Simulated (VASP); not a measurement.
Crystal: In2O.

```
CELL_PARAMETERS angstrom
3.25523 0.00000 0.00000
-1.62762 2.81911 0.00000
0.00000 0.00000 14.22330
ATOMIC_POSITIONS crystal
In 0.33333 0.66667 0.63730
In 0.66667 0.33333 0.13730
In 0.66667 0.33333 0.36270
In 0.33333 0.66667 0.86270
O 0.33333 0.66667 0.25000
O 0.66667 0.33333 0.75000
```

The cell was generated, and may not be a known phase.

```yaml
Program: VASP 6.6.1
Task: relaxation of cell and atoms
Functional: PBE
Potentials_or_basis: VASP PAW PBE potentials, release 64 (In_d, O)
Cutoff: 600 eV
k_mesh: 15 × 15 × 4
Occupations: gaussian, width 0.1 eV
Spin: no spin polarisation
```

At the start: pressure 0.2 GPa; volume 21.75 Å³/atom.

How do energy, volume and symmetry change on relaxing?

Over 17 steps the energy falls by 2.0 meV/atom and the volume is 21.27 Å³/atom (-2.2 %); space group P6_3/mmc (No. 194, to 0.1 Å) before and after.

Step by step:
| step | energy change (eV) | largest force (eV/Å) | pressure (GPa) | volume (Å³) |
| --- | --- | --- | --- | --- |
| 1 | 0.0000 | 0.0781 | 0.24 | 130.53 |
| 2 | -0.0020 | 0.0282 | -0.10 | 131.15 |
| 3 | -0.0022 | 0.0005 | -0.28 | 131.52 |
| 4 | -0.0037 | 0.0262 | -0.23 | 131.36 |
| 5 | -0.0046 | 0.0529 | -0.19 | 131.20 |
| 6 | -0.0045 | 0.1065 | -0.07 | 130.87 |
| 7 | -0.0048 | 0.0735 | -0.21 | 131.08 |
| 8 | -0.0068 | 0.0741 | -0.09 | 130.38 |
| 9 | -0.0104 | 0.0759 | 0.18 | 128.32 |
| 10 | -0.0054 | 0.0749 | 0.87 | 124.23 |
| 11 | -0.0106 | 0.0820 | 0.34 | 127.38 |
| 12 | -0.0119 | 0.0139 | 0.07 | 127.29 |
| 13 | -0.0119 | 0.0085 | 0.04 | 127.26 |
| 14 | -0.0119 | 0.0021 | 0.11 | 127.26 |
| 15 | -0.0119 | 0.0001 | 0.09 | 127.27 |
| 16 | -0.0120 | 0.0012 | 0.04 | 127.41 |
| 17 | -0.0120 | 0.0015 | -0.01 | 127.61 |

Final structure:
```
In O
1.0
     3.26973    0.00000    0.00000
    -1.63487    2.83167    0.00000
     0.00000    0.00000   13.78226
In O
4 2
Direct
  0.33333 0.66667 0.63362
  0.66667 0.33333 0.13362
  0.66667 0.33333 0.36638
  0.33333 0.66667 0.86638
  0.33333 0.66667 0.25000
  0.66667 0.33333 0.75000
```
